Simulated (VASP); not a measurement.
Write the native input for VASP 6.6.1 that does the following.

```yaml
Task: single point
Functional: r2SCAN
Potentials_or_basis: VASP PAW PBE potentials, release 64 (W_sv, Se)
Cutoff: 520 eV
k_mesh: 3 × 3 × 2
Occupations: fermi-dirac, width 0.069 eV
Spin: no spin polarisation
Dipole_correction: no
Further_INCAR_settings: ALGO = Normal; EDIFF = 1e-06; NBANDS = 64
```

The system is WSe2.

```
CELL_PARAMETERS angstrom
6.59443 0.00000 0.00000
-3.29721 5.71094 0.00000
0.00000 0.00000 7.18427
ATOMIC_POSITIONS crystal
W 0.99395 0.00204 0.99739
W 0.00398 0.49285 0.00201
W 0.49272 0.00214 0.00274
W 0.50516 0.50187 0.99664
Se 0.16400 0.33097 0.22858
Se 0.16411 0.32138 0.75387
Se 0.17299 0.83703 0.23522
Se 0.17846 0.84382 0.75735
Se 0.66445 0.32322 0.23622
Se 0.65504 0.32881 0.77660
Se 0.67173 0.83884 0.24719
Se 0.67229 0.84516 0.76781
```

One way to write it, as run:

POSCAR

```
WSe2
1.0
    6.5944267511      0.0000000000      0.0000000000
   -3.2972133755      5.7109410898      0.0000000000
    0.0000000000      0.0000000000      7.1842727630
W Se
4 8
Direct
   -0.0060467421      0.0020378428     -0.0026094499
    0.0039820515      0.4928474932      0.0020120339
    0.4927186890      0.0021422039      0.0027363939
    0.5051575473      0.5018733261     -0.0033578903
    0.1640041827      0.3309687441      0.2285823568
    0.1641127594      0.3213839840      0.7538715718
    0.1729944660      0.8370250936      0.2352151785
    0.1784638509      0.8438185448      0.7573491680
    0.6644493224      0.3232160814      0.2362151405
    0.6550425039      0.3288130573      0.7765984372
    0.6717306142      0.8388372292      0.2471938439
    0.6722861138      0.8451626315      0.7678120225
```

INCAR.step1

```
  ALGO = Normal
  EDIFF = 1E-4
  ENCUT = 520
  GGA = PE
  ISMEAR = -1
  LASPH = T
  LCHARG = F
  LREAL = F
  LWAVE = T
  NBANDS = 64
  NELM = 80
  PREC = Accurate
  SIGMA = 0.069
```

INCAR.step2

```
  ALGO = Normal
  EDIFF = 1E-6
  ENCUT = 520
  ISIF = 2
  ISMEAR = -1
  ISTART = 1
  LASPH = T
  LCHARG = F
  LMIXTAU = T
  LREAL = F
  LWAVE = F
  METAGGA = R2SCAN
  NBANDS = 64
  NELM = 80
  PREC = Accurate
  SIGMA = 0.069
```

KPOINTS

```
k-points
0
Gamma
  3 3 2
```

Potentials or basis: VASP PAW PBE potentials, release 64 (W_sv, Se).

Command:

```sh
$ cat potpaw_PBE.64/W_sv/POTCAR potpaw_PBE.64/Se/POTCAR > POTCAR
$ cp INCAR.step1 INCAR
$ mpirun -np 1 vasp_std > vasp.out
$ cp INCAR.step2 INCAR
$ mpirun -np 1 vasp_std > vasp.out
```

It gave:

The pressure is -0.3 GPa and the largest force is 1.677 eV/Å. The band gap on the k mesh is 1.28 eV.

Caveat: the k points lie up to 0.44 Å⁻¹ apart; the PAW data sets were made with another functional, which shifts forces and pressure a little; spin-orbit coupling is left out, which moves the levels of the heavy elements.

It took 19 min on 1 thread of Oxide Virtual Turin-like Processor, with other jobs on the host, peak memory 0.4 GiB.
